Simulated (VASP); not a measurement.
# Ir2Cl (Fm-3m) in VASP: a series of runs

Runs on Ir2Cl. Level: r2SCAN. Tasks: single point, relaxation of cell and atoms.

Everything below comes from runs of VASP 6.6.1. Logs are shortened: lines on timing, memory, paths and dates and some standing lists are left out, and cuts for length are marked.

### 1 The cell of the first run

It takes space group Fm-3m (No. 225, cubic). The conventional cell has a = 5.742 Å, b = 5.742 Å, c = 5.742 Å, α = 90.00°, β = 90.00°, γ = 90.00°. Within 3.3 Å of Ir (site symmetry -43m) lie 4 Cl at 2.49 Å and 6 Ir at 2.87 Å. Cl (site symmetry m-3m) has 8 Ir at 2.49 Å within 3.3 Å.

### 2 Single point, r2SCAN

POSCAR reads:

```
Ir2Cl
1.0
    0.0000000000      2.8710141192      2.8710141192
    2.8710141192      0.0000000000      2.8710141192
    2.8710141192      2.8710141192      0.0000000000
Ir Cl
2 1
Direct
    0.2500000000      0.2500000000      0.2500000000
    0.7500000000      0.7500000000      0.7500000000
    0.0000000000      0.0000000000      0.0000000000
```

INCAR.step1 reads:

```
  ALGO = Normal
  EDIFF = 1E-5
  ENCUT = 620
  GGA = PE
  GGA_COMPAT = False
  ISMEAR = 0
  LASPH = True
  LCHARG = False
  LREAL = False
  LWAVE = True
  NBANDS = 28
  NELM = 120
  PREC = Accurate
  SIGMA = 0.1
```

INCAR.step2 reads:

```
  ALGO = Normal
  EDIFF = 1E-6
  ENCUT = 620
  GGA_COMPAT = False
  ISIF = 2
  ISMEAR = 0
  ISTART = 1
  LASPH = True
  LCHARG = False
  LMIXTAU = True
  LREAL = False
  LWAVE = False
  METAGGA = R2SCAN
  NBANDS = 28
  NELM = 120
  PREC = Accurate
  SIGMA = 0.1
```

KPOINTS reads:

```
k-points
0
Gamma
  6 6 6
```

Potentials or basis: VASP PAW PBE potentials, release 64 (Ir_sv_GW, Cl).

On the command line:

```console
$ cat potpaw_PBE.64/Ir_sv_GW/POTCAR potpaw_PBE.64/Cl/POTCAR > POTCAR
$ cp INCAR.step1 INCAR
$ mpirun -np 1 vasp_std > vasp.out
$ cp INCAR.step2 INCAR
$ mpirun -np 1 vasp_std > vasp.out
```

OUTCAR:

```text
EDIFF = 1E-6
   ENCUT = 620
   ISIF = 2
   ISMEAR = 0
   ISTART = 1
   LASPH = True
   LREAL = False
   METAGGA = R2SCAN
   NELM = 120
   PREC = Accurate

 ion  position               nearest neighbor table
   1  0.250  0.250  0.250-   3 2.49   3 2.49   3 2.49   3 2.49   2 2.87   2 2.87   2 2.87   2 2.87
                             2 2.87   2 2.87
   2  0.750  0.750  0.750-   3 2.49   3 2.49   3 2.49   3 2.49   1 2.87   1 2.87   1 2.87   1 2.87
                             1 2.87   1 2.87
   3  0.000  0.000  0.000-   2 2.49   2 2.49   2 2.49   1 2.49   2 2.49   1 2.49   1 2.49   1 2.49

  LATTYP: Found a face centered cubic cell.
 ALAT       =     5.7420282384

  Lattice vectors:

 A1 = (   0.0000000000,   2.8710141192,   2.8710141192)
 A2 = (   2.8710141192,   0.0000000000,   2.8710141192)
 A3 = (   2.8710141192,   2.8710141192,   0.0000000000)

Analysis of symmetry for initial positions (statically):
=====================================================================
 Subroutine PRICEL returns:
 Original cell was already a primitive cell.

 Routine SETGRP: Setting up the symmetry group for a
 face centered cubic supercell.

 Subroutine GETGRP returns: Found 48 space group operations
 (whereof 48 operations were pure point group operations)
 out of a pool of 48 trial point group operations.

The static configuration has the point symmetry O_h .

Analysis of symmetry for dynamics (positions and initial velocities):
=====================================================================
 Subroutine PRICEL returns:
 Original cell was already a primitive cell.

 Routine SETGRP: Setting up the symmetry group for a
 face centered cubic supercell.

 Subroutine GETGRP returns: Found 48 space group operations
 (whereof 48 operations were pure point group operations)
 out of a pool of 48 trial point group operations.

The dynamic configuration has the point symmetry O_h .

 Subroutine INISYM returns: Found 48 space group operations
 (whereof 48 operations are pure point group operations),
 and found     1 'primitive' translations

----------------------------------------------------------------------------------------

                                     Primitive cell

  volume of cell :      47.3299

  direct lattice vectors                    reciprocal lattice vectors
     0.000000000  2.871014119  2.871014119    -0.174154490  0.174154490  0.174154490
     2.871014119  0.000000000  2.871014119     0.174154490 -0.174154490  0.174154490
     2.871014119  2.871014119  0.000000000     0.174154490  0.174154490 -0.174154490

  length of vectors
     4.060227105  4.060227105  4.060227105     0.301644425  0.301644425  0.301644425

  position of ions in fractional coordinates (direct lattice)
     0.250000000  0.250000000  0.250000000
     0.750000000  0.750000000  0.750000000
     0.000000000  0.000000000  0.000000000

  ion indices of the primitive-cell ions
   primitive index   ion index
                 1           1
                 2           2
                 3           3

----------------------------------------------------------------------------------------

 KPOINTS: k-points

Automatic generation of k-mesh.
 Grid dimensions read from file:
 generate k-points for:    6    6    6

 Generating k-lattice:

  Cartesian coordinates                     Fractional coordinates (reciprocal lattice)
    -0.029025748  0.029025748  0.029025748     0.166666667  0.000000000  0.000000000
     0.029025748 -0.029025748  0.029025748     0.000000000  0.166666667  0.000000000
     0.029025748  0.029025748 -0.029025748     0.000000000  0.000000000  0.166666667

  Length of vectors
     0.050274071  0.050274071  0.050274071

  Shift w.r.t. Gamma in fractional coordinates (k-lattice)
     0.000000000  0.000000000  0.000000000

 Subroutine IBZKPT returns following result:
 ===========================================

 Found     16 irreducible k-points:

 Following reciprocal coordinates:
            Coordinates               Weight
  0.000000  0.000000  0.000000      1.000000
  0.166667  0.000000  0.000000      8.000000
  0.333333  0.000000  0.000000      8.000000
  0.500000  0.000000  0.000000      4.000000
  0.166667  0.166667  0.000000      6.000000
  0.333333  0.166667  0.000000     24.000000
[... 8 lines left out ...]
 -0.333333  0.333333  0.166667     24.000000
 -0.333333  0.500000  0.166667     12.000000
   k-points           NKPTS =     16   k-points in BZ     NKDIM =     16   number of bands    NBANDS=     28
   number of dos      NEDOS =    301   number of ions     NIONS =      3
   total plane-waves  NPLWV =  46656
   dimension x,y,z NGX =    36 NGY =   36 NGZ =   36
   dimension x,y,z NGXF=    72 NGYF=   72 NGZF=   72
   ions per type =               2   1
   NGX,Y,Z   is equivalent  to a cutoff of  14.74, 14.74, 14.74 a.u.
   NGXF,Y,Z  is equivalent  to a cutoff of  29.48, 29.48, 29.48 a.u.
 SYSTEM =  unknown system
   PREC   = accura    normal or accurate (medium, high low for compatibility)
   ISTART =      1    job   : 0-new  1-cont  2-samecut
   ICHARG =      0    charge: 1-file 2-atom 10-const
   ISPIN  =      1    spin polarized calculation?
   LNONCOLLINEAR =      F non collinear calculations
   LSORBIT =      F    spin-orbit coupling
   LASPH  =      T    aspherical Exc in radial PAW
   ENCUT  =  620.0 eV  45.57 Ry    6.75 a.u.   8.24  8.24  8.24*2*pi/ulx,y,z
   NELM   =    120;   NELMIN=  2; NELMDL=  0     # of ELM steps
   EDIFF  = 0.1E-05   stopping-criterion for ELM
   LREAL  =      F    real-space projection
   EDIFFG = 0.1E-04   stopping-criterion for IOM
   NSW    =      0    number of steps for IOM
   IBRION =     -1    ionic relax: 0-MD 1-quasi-New 2-CG
   NFREE  =      0    steps in history (QN), initial steepest desc. (CG)
   ISIF   =      2    stress and relaxation
   ISYM   =      2    0-nonsym 1-usesym 2-fastsym
   POTIM  = 0.5000    time-step for ionic-motion
   TEBEG  =    0.0;   TEEND  =   0.0 temperature during run
   PSTRESS=    0.0 pullay stress
   NELECT =      41.0000    total number of electrons
   NUPDOWN=      -1.0000    fix difference up-down
   EMIN   =  10.00;   EMAX   =-10.00  energy-range for DOS
   EFERMI =   0.00;   METHOD = LEGACY
   ISMEAR =     0;   SIGMA  =   0.10  broadening in eV -4-tet -1-fermi 0-gaus
   EFERMI_NEDOS =   21; number of points for ismear=-14 and -15
   IALGO  =     38    algorithm
   IMIX   =      4    mixing-type and parameters
     AMIX     =   0.40;   BMIX     =  1.00
     AMIX_MAG =   1.60;   BMIX_MAG =  1.00
  volume/ion in A,a.u.               =      15.78       106.47
  Fermi-wavevector in a.u.,A,eV,Ry     =   1.560597  2.949101 33.136489  2.435463
  Thomas-Fermi vector in A             =   2.663786
   LORBIT       =      0    0 simple, 1 ext, 2 COOP (PROOUT), +10 PAW based schemes
   METAGGA = R2SCAN    functional components
   LHFCALC =     F    Hartree Fock is set to
   AEXX    =    0.0000 exact exchange contribution
   IVDW    =     0    specifies the selected vdW correction
   LEPSILON=     F    determine dielectric tensor
   LRPA    =     F    only Hartree local field effects (RPA)
 non-spin polarized calculation
 Gauss-broadening in eV      SIGMA  =   0.10
  energy-cutoff  :      620.00
  volume of cell :       47.33
 maximum number of plane-waves:      1676
 NGX is ok and might be reduce to    36
   NGX = 17   NGY = 17   NGZ = 17

 number of electron      41.0000000 magnetization

 Free energy of the ion-electron system (eV)
  ---------------------------------------------------
  ext. energy  EPLUGINS =         0.00000000
  ---------------------------------------------------
  free energy    TOTEN  =      -106.81423377 eV

  energy without entropy =     -106.80000014  energy(sigma->0) =     -106.80711696

 E-fermi :  10.0458     XC(G=0): -13.7272

 val. band max:       10.0208452809   @ k =  -0.3333   0.5000   0.1667
 cond. band min:      10.1112199050   @ k =   0.5000   0.1667   0.0000
 fundamental gap:      0.0903746241
 Fermi energy:        10.0458306305

 k-point     1 :       0.0000    0.0000    0.0000
  band No.  band energies     occupation
      1     -84.1435      2.00000
      2     -84.1096      2.00000
      3     -40.5350      2.00000
      4     -40.5350      2.00000
      5     -40.5350      2.00000
      6     -40.3309      2.00000
[... 20 lines left out ...]
     27      20.7046      0.00000
     28      22.6913      0.00000

 k-point     2 :       0.1667    0.0000    0.0000
  band No.  band energies     occupation
      1     -84.1416      2.00000
      2     -84.1119      2.00000
      3     -40.5234      2.00000
      4     -40.5219      2.00000
      5     -40.5219      2.00000
      6     -40.3473      2.00000
[... 20 lines left out ...]
     27      21.2753      0.00000
     28      21.5837      0.00000

 k-point     3 :       0.3333    0.0000    0.0000
  band No.  band energies     occupation
      1     -84.1352      2.00000
      2     -84.1178      2.00000
      3     -40.4905      2.00000
      4     -40.4856      2.00000
      5     -40.4856      2.00000
      6     -40.3895      2.00000
[... 20 lines left out ...]
     27      20.3220      0.00000
     28      21.3467      0.00000

 k-point     4 :       0.5000    0.0000    0.0000
  band No.  band energies     occupation
      1     -84.1268      2.00000
      2     -84.1268      2.00000
      3     -40.4462      2.00000
      4     -40.4388      2.00000
      5     -40.4368      2.00000
      6     -40.4368      2.00000
[... 20 lines left out ...]
     27      20.0463      0.00000
     28      22.1094      0.00000

 k-point     5 :       0.1667    0.1667    0.0000
  band No.  band energies     occupation
      1     -84.1409      2.00000
      2     -84.1125      2.00000
      3     -40.5422      2.00000
      4     -40.5422      2.00000
      5     -40.4736      2.00000
      6     -40.3980      2.00000
[... 20 lines left out ...]
     27      20.2717      0.00000
     28      21.4303      0.00000

 k-point     6 :       0.3333    0.1667    0.0000
  band No.  band energies     occupation
      1     -84.1366      2.00000
      2     -84.1168      2.00000
      3     -40.5353      2.00000
      4     -40.5342      2.00000
      5     -40.4608      2.00000
      6     -40.4153      2.00000
[... 215 lines left out ...]
      5     -40.5636      2.00000
      6     -40.3085      2.00000
[... 20 lines left out ...]
     27      18.8154      0.00000
     28      18.8154      0.00000

 k-point    14 :       0.5000    0.3333    0.1667
  band No.  band energies     occupation
      1     -84.1325      2.00000
      2     -84.1208      2.00000
      3     -40.5644      2.00000
      4     -40.5228      2.00000
      5     -40.4938      2.00000
      6     -40.3793      2.00000
[... 20 lines left out ...]
     27      19.0521      0.00000
     28      20.5683      0.00000

 k-point    15 :      -0.3333    0.3333    0.1667
  band No.  band energies     occupation
      1     -84.1267      2.00000
      2     -84.1267      2.00000
      3     -40.5634      2.00000
      4     -40.5576      2.00000
      5     -40.4372      2.00000
      6     -40.4371      2.00000
[... 20 lines left out ...]
     27      19.8533      0.00000
     28      20.3676      0.00000

 k-point    16 :      -0.3333    0.5000    0.1667
  band No.  band energies     occupation
      1     -84.1297      2.00000
      2     -84.1236      2.00000
      3     -40.5880      2.00000
      4     -40.5711      2.00000
      5     -40.5005      2.00000
      6     -40.3731      2.00000
[... 20 lines left out ...]
     27      19.8577      0.00000
     28      20.3468      0.00000

------------------------ aborting loop because EDIFF is reached ----------------------------------------

  FORCE on cell =-STRESS in cart. coord.  units (eV):
  Direction    XX          YY          ZZ          XY          YZ          ZX
  --------------------------------------------------------------------------------------
  -------------------------------------------------------------------------------------
  Total       -0.1206718     -0.1206718     -0.1206718      0.0000000      0.0000000      0.0000000
  in kB       -4.0848919     -4.0848919     -4.0848919      0.0000000      0.0000000      0.0000000
  external PRESSURE =      -4.0848919 kB  Pullay stress =       0.0000000 kB

 VOLUME and BASIS-vectors are now :
 -----------------------------------------------------------------------------
  energy-cutoff  :      620.00
  volume of cell :       47.33
      direct lattice vectors                 reciprocal lattice vectors
     0.000000000  2.871014119  2.871014119    -0.174154490  0.174154490  0.174154490
     2.871014119  0.000000000  2.871014119     0.174154490 -0.174154490  0.174154490
     2.871014119  2.871014119  0.000000000     0.174154490  0.174154490 -0.174154490

 POSITION                                       TOTAL-FORCE (eV/Angst)
 -----------------------------------------------------------------------------------
      1.43551      1.43551      1.43551        -0.000000      0.000000      0.000000
      4.30652      4.30652      4.30652         0.000000     -0.000000     -0.000000
      0.00000      0.00000      0.00000        -0.000000      0.000000      0.000000
 -----------------------------------------------------------------------------------
    total drift:                                0.000000      0.000000      0.000000

  FREE ENERGIE OF THE ION-ELECTRON SYSTEM (eV)
  ---------------------------------------------------
  free  energy   TOTEN  =      -106.8142337689 eV

  energy  without entropy=     -106.8000001422  energy(sigma->0) =     -106.80711696
```

Run time: 2 min. Hardware: 1 thread of Intel Xeon Platinum 8259CL at 2.50GHz (Skylake/Cascade Lake), shared host; peak memory 0.22 GiB.

Results:

- Free energy: -106.8142 eV
- Pressure: -0.4 GPa
- Band gap on the k mesh: zero (an odd number of electrons rules out a gap without spin polarisation)

Levels at points of the mesh, in eV from the Fermi level:
| k point | band 18 | band 19 | band 20 | band 21 | band 22 | band 23 |
| --- | --- | --- | --- | --- | --- | --- |
| (0.00, 0.00, 0.00) | -0.79 | 0.18 | 0.18 | 0.18 | 1.18 | 1.18 |
| (0.50, 0.00, 0.00) | -2.55 | -2.55 | -2.46 | -0.16 | 1.03 | 1.03 |
| (0.50, 0.50, 0.00) | -1.40 | -1.40 | -0.44 | -0.37 | 1.06 | 3.14 |

Caveat: the PAW data sets were made with another functional, which shifts forces and pressure a little; spin-orbit coupling is left out, which moves the levels of the heavy elements.

### 3 Relaxation of cell and atoms, r2SCAN

This run uses another cell than the first one, of 17.21 Å³/atom.

POSCAR reads:

```
Ir2Cl
1.0
    0.0000000000      2.9551741627      2.9551741627
    2.9551741627      0.0000000000      2.9551741627
    2.9551741627      2.9551741627      0.0000000000
Ir Cl
2 1
Direct
    0.2500000000      0.2500000000      0.2500000000
    0.7500000000      0.7500000000      0.7500000000
    0.0000000000      0.0000000000      0.0000000000
```

INCAR.step1 reads:

```
PREC = Accurate
ENCUT = 620
ISMEAR = 0
SIGMA = 0.1
LREAL = F
LASPH = T
NELM = 120
GGA = PE
ALGO = Normal
EDIFF = 1E-5
LWAVE = T
LCHARG = F
GGA_COMPAT = F
IBRION = 2
ISIF = 3
EDIFFG = -0.005
NELMIN = 4
NSW = 100
```

INCAR.step2 reads:

```
PREC = Accurate
ENCUT = 620
EDIFF = 1E-7
ISMEAR = 0
SIGMA = 0.1
LREAL = F
LASPH = T
NELM = 120
ALGO = Normal
ISIF = 3
LWAVE = F
LCHARG = F
METAGGA = R2SCAN
LMIXTAU = T
IBRION = 2
NSW = 90
EDIFFG = -0.04
ISTART = 1
GGA_COMPAT = F
NELMIN = 4
```

KPOINTS reads:

```
regular mesh
0
Gamma
  6 6 6
```

Potentials or basis: VASP PAW PBE potentials, release 64 (Ir_sv_GW, Cl).

On the command line:

```console
$ cat potpaw_PBE.64/Ir_sv_GW/POTCAR potpaw_PBE.64/Cl/POTCAR > POTCAR
$ cp INCAR.step1 INCAR
$ mpirun -np 1 vasp_std > vasp.out
$ cp INCAR.step2 INCAR
$ mpirun -np 1 vasp_std > vasp.out
```

Wall time 4.1 min (1 thread of Intel Xeon 6975P-C (Granite Rapids), shared host); peak memory 0.24 GiB.

It converged, with:

```
Free energy                           : -106.8223 eV
Relaxed volume                        : 15.79 Å³/atom
Relaxed cell                          : a = 4.062 Å, b = 4.062 Å, c = 4.062 Å, α = 60.00°, β = 60.00°, γ = 60.00°
Space group after relaxing (to 0.1 Å) : Fm-3m (No. 225)
Energy gained by relaxing             : 60.4 meV/atom
Ionic steps                           : 3
Pressure after relaxing               : -0.4 GPa
Band gap on the k mesh                : zero (an odd number of electrons rules out a gap without spin polarisation)
```

Step by step:
| step | energy change (eV) | largest force (eV/Å) | pressure (GPa) | volume (Å³) |
| --- | --- | --- | --- | --- |
| 1 | 0.0000 | 0.0000 | -12.20 | 51.62 |
| 2 | 0.1567 | 0.0000 | 24.97 | 42.43 |
| 3 | -0.1812 | 0.0000 | -0.38 | 47.38 |

Final structure:
```
CELL_PARAMETERS angstrom
0.00000 2.87202 2.87202
2.87202 0.00000 2.87202
2.87202 2.87202 0.00000
ATOMIC_POSITIONS crystal
Ir 0.25000 0.25000 0.25000
Ir 0.75000 0.75000 0.75000
Cl 0.00000 0.00000 0.00000
```

Levels at points of the mesh, in eV from the Fermi level:
```
           k point  band 18  band 19  band 20  band 21  band 22  band 23
(0.00, 0.00, 0.00)    -0.78     0.18     0.18     0.18     1.18     1.18
(0.50, 0.00, 0.00)    -2.55    -2.55    -2.45    -0.16     1.03     1.03
(0.50, 0.50, 0.00)    -1.40    -1.40    -0.44    -0.36     1.06     3.14
```

Caveat: the PAW data sets were made with another functional, which shifts forces and pressure a little; spin-orbit coupling is left out, which moves the levels of the heavy elements.

The gap in the log of VASP goes by the Fermi energy; the results here count the filled bands.